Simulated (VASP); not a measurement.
Write the native input for VASP 6.6.1 that does the following.

```yaml
Task: single point
Functional: LDA
Potentials_or_basis: VASP PAW LDA potentials, release 64 (P)
Cutoff: 520 eV
k_mesh: 9 × 9 × 14
Occupations: fermi-dirac, width 0.1 eV
Spin: no spin polarisation
Dipole_correction: no
Further_INCAR_settings: ALGO = Normal; EDIFF = 1e-06; NBANDS = 14
```

The structure of P lies in POSCAR:

```
P
1.0
    4.2587005441      0.0000000000      0.0000000000
   -2.1293502721      3.6881428583      0.0000000000
    0.0000000000      0.0000000000      2.4091122412
P
3
Direct
    0.0000000000      0.0000000000      0.0000000000
    0.3333333333      0.6666666667      0.5000000000
    0.6666666667      0.3333333333      0.5000000000
```

This cell differs from its parent crystal: volume scaled by 0.92.

One way to write it, as run:

INCAR

```
ALGO = Normal
EDIFF = 1E-6
ENCUT = 520
GGA = CA
ISIF = 2
ISMEAR = -1
LASPH = T
LCHARG = F
LREAL = F
LWAVE = F
NBANDS = 14
NELM = 60
PREC = Accurate
SIGMA = 0.1
```

KPOINTS

```
k-points
0
Gamma
  9 9 14
```

Potentials or basis: VASP PAW LDA potentials, release 64 (P).

The run is started by

```console
$ cat potpaw_LDA.64/P/POTCAR > POTCAR
$ mpirun -np 1 vasp_std > vasp.out
```

Results of the run:

```yaml
Pressure: 10.5 GPa
```

It took 32 s on 1 thread of Intel(R) Xeon(R) Platinum 8375C CPU @ 2.90GHz (Ice Lake), on a shared host, peak memory 0.15 GiB.
